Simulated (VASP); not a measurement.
# LiH in VASP: notebook, part 2 of 2

VASP 6.6.1. The steps go on from the part before.

## 5. Single point, HSE06

This run uses another cell than the first one, of 8.11 Å³/atom, 0.960 times its volume.

The input, POSCAR:

```
LiH
1.0
    0.0000000000      2.0092229770      2.0092229770
    2.0092229770      0.0000000000      2.0092229770
    2.0092229770      2.0092229770      0.0000000000
Li H
1 1
Direct
    0.0000000000      0.0000000000      0.0000000000
    0.5000000000      0.5000000000      0.5000000000
```

The input, INCAR.step1:

```
SYSTEM = LiH
ALGO     = Normal         ! electronic algorithm
EDIFF    = 1E-5           ! SCF threshold, eV
ENCUT    = 520            ! plane-wave cutoff, eV
GGA      = PE             ! functional
ISIF     = 2              ! what is computed and relaxed
ISMEAR   = -1             ! smearing method
LASPH    = .TRUE.         ! aspherical terms in the spheres
LCHARG   = .FALSE.        ! write CHGCAR
LREAL    = .FALSE.        ! projectors in reciprocal space
LWAVE    = .TRUE.         ! write WAVECAR
NBANDS   = 9              ! bands
NELM     = 100            ! most SCF steps
PREC     = Accurate       ! precision mode
SIGMA    = 0.05           ! smearing width, eV
```

The input, INCAR.step2:

```
SYSTEM = LiH
ALGO     = Normal         ! electronic algorithm
EDIFF    = 1E-7           ! SCF threshold, eV
ENCUT    = 520            ! plane-wave cutoff, eV
GGA      = PE             ! functional
HFSCREEN = 0.2079         ! screening, 1/A
ISIF     = 2              ! what is computed and relaxed
ISMEAR   = -1             ! smearing method
ISTART   = 1            
LASPH    = .TRUE.         ! aspherical terms in the spheres
LCHARG   = .FALSE.        ! write CHGCAR
LHFCALC  = .TRUE.         ! exact exchange
LREAL    = .FALSE.        ! projectors in reciprocal space
LWAVE    = .FALSE.        ! write WAVECAR
NBANDS   = 9              ! bands
NELM     = 100            ! most SCF steps
PREC     = Accurate       ! precision mode
PRECFOCK = Normal       
SIGMA    = 0.05           ! smearing width, eV
```

The input, KPOINTS:

```
k-points
0
G
  6 6 6
  0 0 0
```

Command:

```sh
$ cat potpaw_PBE.64/Li_sv/POTCAR potpaw_PBE.64/H/POTCAR > POTCAR
$ cp INCAR.step1 INCAR
$ mpirun -np 1 vasp_std > vasp.out
$ cp INCAR.step2 INCAR
$ mpirun -np 1 vasp_std > vasp.out
```

Wall time 64 s (1 thread of Intel Xeon Platinum 8259CL at 2.50GHz (Skylake/Cascade Lake), shared host); peak memory 0.23 GiB.

It converged, with:

```
Free energy            : -6.7853 eV
Band gap on the k mesh : 3.98 eV, direct
```

Levels at points of the mesh, in eV from the valence-band top:
```
           k point  band 1  band 2  band 3  band 4  band 5  band 6
(0.00, 0.00, 0.00)  -47.29   -6.04   17.85   19.39   19.39   19.39
(0.50, 0.00, 0.00)  -47.25   -2.85    5.94   15.19   17.94   17.94
(0.50, 0.50, 0.00)  -47.23    0.00    3.98   12.13   12.13   15.23
```

Caveat: the k points lie up to 0.45 Å⁻¹ apart; the cutoff is under 1.25 times the usual one of these potentials, so pressure, stress and relaxed cells hold a basis-set (Pulay) error; the PAW data sets were made with another functional, which shifts forces and pressure a little. A k mesh can miss the band edges.

## 6. Single point, HSE06

This run uses another cell than the first one, of 8.28 Å³/atom, 0.980 times its volume.

The input, POSCAR:

```
LiH
1.0
    0.0000000000      2.0230801250      2.0230801250
    2.0230801250      0.0000000000      2.0230801250
    2.0230801250      2.0230801250      0.0000000000
Li H
1 1
Direct
    0.0000000000      0.0000000000      0.0000000000
    0.5000000000      0.5000000000      0.5000000000
```

The input, INCAR.step1:

```
SYSTEM = LiH
PREC     = Accurate       ! precision mode
ENCUT    = 520            ! plane-wave cutoff, eV
EDIFF    = 1E-5           ! SCF threshold, eV
ISMEAR   = -1             ! smearing method
SIGMA    = 0.05           ! smearing width, eV
LREAL    = .False.        ! projectors in reciprocal space
LASPH    = .True.         ! aspherical terms in the spheres
NELM     = 100            ! most SCF steps
ALGO     = Normal         ! electronic algorithm
ISIF     = 2              ! what is computed and relaxed
LWAVE    = .True.         ! write WAVECAR
LCHARG   = .False.        ! write CHGCAR
NBANDS   = 9              ! bands
GGA      = PE             ! functional
```

The input, INCAR.step2:

```
SYSTEM = LiH
PREC     = Accurate       ! precision mode
ENCUT    = 520            ! plane-wave cutoff, eV
EDIFF    = 1E-6           ! SCF threshold, eV
ISMEAR   = -1             ! smearing method
SIGMA    = 0.05           ! smearing width, eV
LREAL    = .False.        ! projectors in reciprocal space
LASPH    = .True.         ! aspherical terms in the spheres
NELM     = 100            ! most SCF steps
ALGO     = Normal         ! electronic algorithm
ISIF     = 2              ! what is computed and relaxed
LWAVE    = .False.        ! write WAVECAR
LCHARG   = .False.        ! write CHGCAR
GGA      = PE             ! functional
LHFCALC  = .True.         ! exact exchange
HFSCREEN = 0.2079         ! screening, 1/A
PRECFOCK = Normal       
NBANDS   = 9              ! bands
ISTART   = 1
```

The input, KPOINTS:

```
Automatic mesh
0
Gamma
  6 6 6
  0 0 0
```

Potentials or basis: VASP PAW PBE potentials, release 64 (Li_sv, H).

Command:

```sh
$ cat potpaw_PBE.64/Li_sv/POTCAR potpaw_PBE.64/H/POTCAR > POTCAR
$ cp INCAR.step1 INCAR
$ mpirun -np 1 vasp_std > vasp.out
$ cp INCAR.step2 INCAR
$ mpirun -np 1 vasp_std > vasp.out
```

It took 43 s on 1 thread of Intel Xeon Platinum 8259CL at 2.50GHz (Skylake/Cascade Lake), shared host; peak memory 0.23 GiB.

The run converged. Its results:

- Free energy: -6.7830 eV
- Band gap on the k mesh: 3.99 eV, direct

Levels at points of the mesh, in eV from the valence-band top:
```csv
k point,band 1,band 2,band 3,band 4,band 5,band 6
"(0.00, 0.00, 0.00)",-47.32,-5.95,17.56,19.17,19.17,19.17
"(0.50, 0.00, 0.00)",-47.27,-2.78,5.89,15.00,17.75,17.75
"(0.50, 0.50, 0.00)",-47.26,0.00,3.99,12.03,12.03,15.10
```

Caveat: the k points lie up to 0.45 Å⁻¹ apart; the cutoff is under 1.25 times the usual one of these potentials, so pressure, stress and relaxed cells hold a basis-set (Pulay) error; the PAW data sets were made with another functional, which shifts forces and pressure a little.

## 7. Overview

```tsv
level	cell	k mesh	smearing	grid for exact exchange (PRECFOCK)	screening parameter	gap on the mesh (eV)
PBEsol	a = 2.880 Å, angles 60.0°, 2 atoms	7 × 7 × 7	fermi-dirac 0.05 eV	-	-	3.29
RPBE	a = 2.880 Å, angles 60.0°, 2 atoms	11 × 11 × 11	gaussian 0.1 eV	-	-	3.36
HSE06	a = 2.822 Å, angles 60.0°, 2 atoms	6 × 6 × 6	fermi-dirac 0.05 eV	Normal	0.2079 1/Å	3.96
HSE06	a = 2.841 Å, angles 60.0°, 2 atoms	6 × 6 × 6	fermi-dirac 0.05 eV	Normal	0.2079 1/Å	3.98
HSE06	a = 2.861 Å, angles 60.0°, 2 atoms	6 × 6 × 6	fermi-dirac 0.05 eV	Normal	0.2079 1/Å	3.99
```

Some of these runs hold the atoms at other places in the same cell, which the table doesn't show; runs alike in all that it shows share one row.

Alike in all rows: task single point; potentials or basis VASP PAW PBE potentials, release 64 (Li_sv, H); no spin polarisation; cutoff (eV) 520.

Caveats: some runs use coarse meshes; the cutoff is under 1.25 times the usual one of these potentials, so pressure, stress and relaxed cells hold a basis-set (Pulay) error; the PAW data sets were made with another functional, which shifts forces and pressure a little.

Total energies depend on the potentials used, so only differences within one code and one set of settings carry meaning.
